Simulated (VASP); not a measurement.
# Rb (P6_3/mmc) in VASP: a series of runs

Runs on Rb. Level: PBE. Tasks: single point.

All numbers are computed with VASP 6.6.1; they aren't measurements. Logs are shortened: lines on timing, memory, paths and dates and some standing lists are left out, and cuts for length are marked.

**1. The cell of the first run**

Symmetry: P6_3/mmc, No. 194, hexagonal system. The conventional cell has a = 5.103 Å, b = 5.103 Å, c = 16.837 Å, α = 90.00°, β = 90.00°, γ = 120.00°.

This isn't the form of Rb at room conditions, which is bcc.

**2. Single point, PBE (94.94 Å³/atom)**

Input file INCAR:

```
PREC = Accurate
ENCUT = 500
EDIFF = 1E-6
ISMEAR = -1
SIGMA = 0.1
LREAL = False
LASPH = True
NELM = 120
ALGO = Normal
ISIF = 2
LWAVE = False
LCHARG = True
GGA = PE
LELF = True
LVHAR = True
NBANDS = 26
GGA_COMPAT = False
```

Input file KPOINTS:

```
regular mesh
0
Gamma
  8 8 3
```

Input file POSCAR:

```
Rb
1.0
    5.1033630763      0.0000000000      0.0000000000
   -2.5516815381      4.4196420688      0.0000000000
    0.0000000000      0.0000000000     16.8366376566
Rb
4
Direct
    1.0000000000      1.0000000000      0.0000000000
    0.0000000000      1.0000000000      0.5000000000
    0.3333333333      0.6666666667      0.2500000000
    0.6666666667      0.3333333333      0.7500000000
```

Potentials or basis: VASP PAW PBE potentials, release 64 (Rb_sv).

Run with:

```
$ cat potpaw_PBE.64/Rb_sv/POTCAR > POTCAR
$ mpirun -np 1 vasp_std > vasp.out
```

OUTCAR:

```text
PREC = Accurate
   ENCUT = 500
   EDIFF = 1E-6
   ISMEAR = -1
   LREAL = False
   LASPH = True
   NELM = 120
   ISIF = 2
   GGA = PE

 ion  position               nearest neighbor table
   1  0.000  0.000  0.000-   3 5.14   4 5.14   3 5.14   4 5.14   4 5.14   3 5.14
   2  0.000  0.000  0.500-   3 5.14   4 5.14   3 5.14   4 5.14   4 5.14   3 5.14
   3  0.333  0.667  0.250-   1 5.14   2 5.14   1 5.14   2 5.14   1 5.14   2 5.14
   4  0.667  0.333  0.750-   1 5.14   2 5.14   1 5.14   2 5.14   1 5.14   2 5.14

  LATTYP: Found a hexagonal cell.
 ALAT       =     5.1033630763
 C/A-ratio  =     3.2991259695

  Lattice vectors:

 A1 = (   5.1033630763,   0.0000000000,   0.0000000000)
 A2 = (  -2.5516815381,   4.4196420688,   0.0000000000)
 A3 = (   0.0000000000,   0.0000000000,  16.8366376566)

Analysis of symmetry for initial positions (statically):
=====================================================================
 Subroutine PRICEL returns:
 Original cell was already a primitive cell.

 Routine SETGRP: Setting up the symmetry group for a
 hexagonal supercell.

 Subroutine GETGRP returns: Found 24 space group operations
 (whereof 12 operations were pure point group operations)
 out of a pool of 24 trial point group operations.

The static configuration has the point symmetry D_3d.
 The point group associated with its full space group is D_6h.

Analysis of symmetry for dynamics (positions and initial velocities):
=====================================================================
 Subroutine PRICEL returns:
 Original cell was already a primitive cell.

 Routine SETGRP: Setting up the symmetry group for a
 hexagonal supercell.

 Subroutine GETGRP returns: Found 24 space group operations
 (whereof 12 operations were pure point group operations)
 out of a pool of 24 trial point group operations.

The dynamic configuration has the point symmetry D_3d.
 The point group associated with its full space group is D_6h.

 Subroutine INISYM returns: Found 24 space group operations
 (whereof 12 operations are pure point group operations),
 and found     1 'primitive' translations

----------------------------------------------------------------------------------------

                                     Primitive cell

  volume of cell :     379.7510

  direct lattice vectors                    reciprocal lattice vectors
     5.103363076  0.000000000  0.000000000     0.195949217  0.113131333  0.000000000
    -2.551681538  4.419642069  0.000000000     0.000000000  0.226262667  0.000000000
     0.000000000  0.000000000 16.836637657     0.000000000  0.000000000  0.059394282

  length of vectors
     5.103363076  5.103363076 16.836637657     0.226262667  0.226262667  0.059394282

  position of ions in fractional coordinates (direct lattice)
     0.000000000  0.000000000  0.000000000
     0.000000000  0.000000000  0.500000000
     0.333333333  0.666666667  0.250000000
     0.666666667  0.333333333  0.750000000

  ion indices of the primitive-cell ions
   primitive index   ion index
                 1           1
                 2           2
                 3           3
                 4           4

----------------------------------------------------------------------------------------

 KPOINTS: regular mesh

Automatic generation of k-mesh.
 Grid dimensions read from file:
 generate k-points for:    8    8    3

 Generating k-lattice:

  Cartesian coordinates                     Fractional coordinates (reciprocal lattice)
     0.024493652  0.014141417  0.000000000     0.125000000  0.000000000  0.000000000
     0.000000000  0.028282833  0.000000000     0.000000000  0.125000000  0.000000000
     0.000000000  0.000000000  0.019798094     0.000000000  0.000000000  0.333333333

  Length of vectors
     0.028282833  0.028282833  0.019798094

  Shift w.r.t. Gamma in fractional coordinates (k-lattice)
     0.000000000  0.000000000  0.000000000

 Subroutine IBZKPT returns following result:
 ===========================================

 Found     20 irreducible k-points:

 Following reciprocal coordinates:
            Coordinates               Weight
  0.000000  0.000000  0.000000      1.000000
  0.125000  0.000000  0.000000      6.000000
  0.250000  0.000000  0.000000      6.000000
  0.375000  0.000000  0.000000      6.000000
  0.500000  0.000000  0.000000      3.000000
  0.125000  0.125000  0.000000      6.000000
[... 12 lines left out ...]
  0.250000  0.250000  0.333333     12.000000
  0.375000  0.250000  0.333333     12.000000
   k-points           NKPTS =     20   k-points in BZ     NKDIM =     20   number of bands    NBANDS=     26
   number of dos      NEDOS =    301   number of ions     NIONS =      4
   total plane-waves  NPLWV = 201600
   dimension x,y,z NGX =    40 NGY =   40 NGZ =  126
   dimension x,y,z NGXF=    80 NGYF=   80 NGZF=  252
   ions per type =               4
   NGX,Y,Z   is equivalent  to a cutoff of  13.03, 13.03, 12.44 a.u.
   NGXF,Y,Z  is equivalent  to a cutoff of  26.06, 26.06, 24.88 a.u.
 SYSTEM =  unknown system
   PREC   = accura    normal or accurate (medium, high low for compatibility)
   ISTART =      0    job   : 0-new  1-cont  2-samecut
   ICHARG =      2    charge: 1-file 2-atom 10-const
   ISPIN  =      1    spin polarized calculation?
   LNONCOLLINEAR =      F non collinear calculations
   LSORBIT =      F    spin-orbit coupling
   LASPH  =      T    aspherical Exc in radial PAW
   ENCUT  =  500.0 eV  36.75 Ry    6.06 a.u.   9.30  9.30 30.70*2*pi/ulx,y,z
   NELM   =    120;   NELMIN=  2; NELMDL= -5     # of ELM steps
   EDIFF  = 0.1E-05   stopping-criterion for ELM
   LREAL  =      F    real-space projection
   EDIFFG = 0.1E-04   stopping-criterion for IOM
   NSW    =      0    number of steps for IOM
   IBRION =     -1    ionic relax: 0-MD 1-quasi-New 2-CG
   NFREE  =      0    steps in history (QN), initial steepest desc. (CG)
   ISIF   =      2    stress and relaxation
   ISYM   =      2    0-nonsym 1-usesym 2-fastsym
   POTIM  = 0.5000    time-step for ionic-motion
   TEBEG  =    0.0;   TEEND  =   0.0 temperature during run
   PSTRESS=    0.0 pullay stress
   NELECT =      36.0000    total number of electrons
   NUPDOWN=      -1.0000    fix difference up-down
   EMIN   =  10.00;   EMAX   =-10.00  energy-range for DOS
   EFERMI =   0.00;   METHOD = LEGACY
   ISMEAR =    -1;   SIGMA  =   0.10  broadening in eV -4-tet -1-fermi 0-gaus
   EFERMI_NEDOS =   21; number of points for ismear=-14 and -15
   IALGO  =     38    algorithm
   IMIX   =      4    mixing-type and parameters
     AMIX     =   0.40;   BMIX     =  1.00
     AMIX_MAG =   1.60;   BMIX_MAG =  1.00
  volume/ion in A,a.u.               =      94.94       640.67
  Fermi-wavevector in a.u.,A,eV,Ry     =   0.746465  1.410614  7.581299  0.557210
  Thomas-Fermi vector in A             =   1.842292
   LORBIT       =      0    0 simple, 1 ext, 2 COOP (PROOUT), +10 PAW based schemes
   GGA     = PE    functional components
   LHFCALC =     F    Hartree Fock is set to
   AEXX    =    0.0000 exact exchange contribution
   IVDW    =     0    specifies the selected vdW correction
   LEPSILON=     F    determine dielectric tensor
   LRPA    =     F    only Hartree local field effects (RPA)
 non-spin polarized calculation
  energy-cutoff  :      500.00
  volume of cell :      379.75
 maximum number of plane-waves:      9680
 NGX is ok and might be reduce to    40
   NGX = 19   NGY = 19   NGZ = 61

 number of electron      36.0000000 magnetization

 Free energy of the ion-electron system (eV)
  ---------------------------------------------------
  ext. energy  EPLUGINS =         0.00000000
  ---------------------------------------------------
  free energy    TOTEN  =        -3.80125293 eV

  energy without entropy =       -3.67602562  energy(sigma->0) =       -3.73863928

 E-fermi :  -0.0914     XC(G=0):  -5.3643

 val. band max:       -0.1311511138   @ k =   0.2500   0.2500   0.3333
 cond. band min:      -0.0374277797   @ k =   0.3750   0.1250   0.3333
 fundamental gap:      0.0937233341
 Fermi energy:        -0.0913831997

 k-point     1 :       0.0000    0.0000    0.0000
  band No.  band energies     occupation
      1     -29.0001      2.00000
      2     -28.9989      2.00000
      3     -28.9983      2.00000
      4     -28.9971      2.00000
      5     -13.1264      2.00000
      6     -13.0879      2.00000
[... 18 lines left out ...]
     25       3.3254      0.00000
     26       3.4041      0.00000

 k-point     2 :       0.1250    0.0000    0.0000
  band No.  band energies     occupation
      1     -28.9997      2.00000
      2     -28.9986      2.00000
      3     -28.9980      2.00000
      4     -28.9969      2.00000
      5     -13.1224      2.00000
      6     -13.0891      2.00000
[... 18 lines left out ...]
     25       2.9841      0.00000
     26       2.9923      0.00000

 k-point     3 :       0.2500    0.0000    0.0000
  band No.  band energies     occupation
      1     -28.9986      2.00000
      2     -28.9978      2.00000
      3     -28.9972      2.00000
      4     -28.9964      2.00000
      5     -13.1124      2.00000
      6     -13.0993      2.00000
[... 18 lines left out ...]
     25       2.3260      0.00000
     26       2.3572      0.00000

 k-point     4 :       0.3750    0.0000    0.0000
  band No.  band energies     occupation
      1     -28.9975      2.00000
      2     -28.9971      2.00000
      3     -28.9965      2.00000
      4     -28.9960      2.00000
      5     -13.1190      2.00000
      6     -13.1180      2.00000
[... 18 lines left out ...]
     25       2.0769      0.00000
     26       2.1025      0.00000

 k-point     5 :       0.5000    0.0000    0.0000
  band No.  band energies     occupation
      1     -28.9970      2.00000
      2     -28.9968      2.00000
      3     -28.9962      2.00000
      4     -28.9959      2.00000
      5     -13.1279      2.00000
      6     -13.1260      2.00000
[... 18 lines left out ...]
     25       1.7470      0.00000
     26       1.9920      0.00000

 k-point     6 :       0.1250    0.1250    0.0000
  band No.  band energies     occupation
      1     -28.9989      2.00000
      2     -28.9980      2.00000
      3     -28.9975      2.00000
      4     -28.9965      2.00000
      5     -13.1152      2.00000
      6     -13.0944      2.00000
[... 311 lines left out ...]
 k-point    17 :       0.2500    0.1250    0.3333
  band No.  band energies     occupation
      1     -28.9978      2.00000
      2     -28.9975      2.00000
      3     -28.9965      2.00000
      4     -28.9962      2.00000
      5     -13.1108      2.00000
      6     -13.1077      2.00000
[... 18 lines left out ...]
     25       2.0411      0.00000
     26       2.2151      0.00000

 k-point    18 :       0.3750    0.1250    0.3333
  band No.  band energies     occupation
      1     -28.9970      2.00000
      2     -28.9968      2.00000
      3     -28.9961      2.00000
      4     -28.9960      2.00000
      5     -13.1210      2.00000
      6     -13.1193      2.00000
[... 18 lines left out ...]
     25       1.8472      0.00000
     26       1.8802      0.00000

 k-point    19 :       0.2500    0.2500    0.3333
  band No.  band energies     occupation
      1     -28.9970      2.00000
      2     -28.9968      2.00000
      3     -28.9961      2.00000
      4     -28.9960      2.00000
      5     -13.1129      2.00000
      6     -13.1123      2.00000
[... 18 lines left out ...]
     25       1.8182      0.00000
     26       2.0234      0.00000

 k-point    20 :       0.3750    0.2500    0.3333
  band No.  band energies     occupation
      1     -28.9966      2.00000
      2     -28.9965      2.00000
      3     -28.9959      2.00000
      4     -28.9959      2.00000
      5     -13.1145      2.00000
      6     -13.1134      2.00000
[... 18 lines left out ...]
     25       1.4981      0.00000
     26       1.6679      0.00000

------------------------ aborting loop because EDIFF is reached ----------------------------------------

  FORCE on cell =-STRESS in cart. coord.  units (eV):
  Direction    XX          YY          ZZ          XY          YZ          ZX
  --------------------------------------------------------------------------------------
  -------------------------------------------------------------------------------------
  Total       -0.1560120     -0.1560120     -0.3232045     -0.0000000     -0.0000000     -0.0000000
  in kB       -0.6582180     -0.6582180     -1.3636066     -0.0000000     -0.0000000     -0.0000000
  external PRESSURE =      -0.8933475 kB  Pullay stress =       0.0000000 kB

 VOLUME and BASIS-vectors are now :
 -----------------------------------------------------------------------------
  energy-cutoff  :      500.00
  volume of cell :      379.75
      direct lattice vectors                 reciprocal lattice vectors
     5.103363076  0.000000000  0.000000000     0.195949217  0.113131333  0.000000000
    -2.551681538  4.419642069  0.000000000     0.000000000  0.226262667  0.000000000
     0.000000000  0.000000000 16.836637657     0.000000000  0.000000000  0.059394282

 POSITION                                       TOTAL-FORCE (eV/Angst)
 -----------------------------------------------------------------------------------
      0.00000      0.00000      0.00000        -0.000000      0.000000      0.000000
      0.00000      0.00000      8.41832        -0.000000      0.000000      0.000000
     -0.00000      2.94643      4.20916        -0.000000      0.000000     -0.000000
      2.55168      1.47321     12.62748         0.000000     -0.000000      0.000000
 -----------------------------------------------------------------------------------
    total drift:                                0.000000      0.000000      0.000000

  FREE ENERGIE OF THE ION-ELECTRON SYSTEM (eV)
  ---------------------------------------------------
  free  energy   TOTEN  =        -3.8012529345 eV

  energy  without entropy=       -3.6760256172  energy(sigma->0) =       -3.73863928
```

It took 2.7 min on 1 thread of Intel Xeon Platinum 8488C (Sapphire Rapids), shared host; peak memory 0.51 GiB.

Results:

```yaml
Free_energy: -3.8013 eV
Pressure: -0.1 GPa
Band_gap_on_the_k_mesh: zero (bands 18 and 19 overlap by 1.86 eV)
```

**3. Single point, PBE (98.59 Å³/atom)**

This run uses another cell than the first one, of 98.59 Å³/atom.

Input file INCAR:

```
SYSTEM = Rb
PREC     = Accurate       ! precision mode
ENCUT    = 500            ! plane-wave cutoff, eV
EDIFF    = 1E-6           ! SCF threshold, eV
ISMEAR   = -1             ! smearing method
SIGMA    = 0.1            ! smearing width, eV
LREAL    = .FALSE.        ! projectors in reciprocal space
LASPH    = .TRUE.         ! aspherical terms in the spheres
NELM     = 120            ! most SCF steps
ALGO     = Normal         ! electronic algorithm
ISIF     = 2              ! what is computed and relaxed
LWAVE    = .FALSE.        ! write WAVECAR
LCHARG   = .TRUE.         ! write CHGCAR
GGA      = PE             ! functional
LELF     = .TRUE.         ! ELF
LVHAR    = .TRUE.       
NBANDS   = 26             ! bands
GGA_COMPAT= .FALSE.
```

Input file KPOINTS:

```
regular mesh
0
G
  8 8 3
  0 0 0
```

Input file POSCAR:

```
Rb
1.0
    5.1679694674      0.0000000000      0.0000000000
   -2.5839847337      4.4755928447      0.0000000000
    0.0000000000      0.0000000000     17.0497822794
Rb
4
Direct
    1.0000000000      1.0000000000      0.0000000000
    0.0000000000      1.0000000000      0.5000000000
    0.3333333333      0.6666666667      0.2500000000
    0.6666666667      0.3333333333      0.7500000000
```

Potentials or basis: VASP PAW PBE potentials, release 64 (Rb_sv).

Run with:

```
$ cat potpaw_PBE.64/Rb_sv/POTCAR > POTCAR
$ mpirun -np 1 vasp_std > vasp.out
```

It took 2.7 min on 1 thread of Intel Xeon Platinum 8488C (Sapphire Rapids), shared host; peak memory 0.52 GiB.

The run converged. Its results:

```yaml
Free_energy: -3.7894 eV
Pressure: -0.2 GPa
Band_gap_on_the_k_mesh: zero (bands 18 and 19 overlap by 1.82 eV)
```

Levels at points of the mesh, in eV from the Fermi level:
```tsv
k point	band 15	band 16	band 17	band 18	band 19	band 20	band 21	band 22
(0.00, 0.00, 0.00)	-12.98	-12.98	-1.86	-1.24	-1.24	0.13	0.60	2.23
(0.50, 0.00, 0.00)	-12.99	-12.99	0.09	0.23	0.44	0.50	0.83	0.84
```
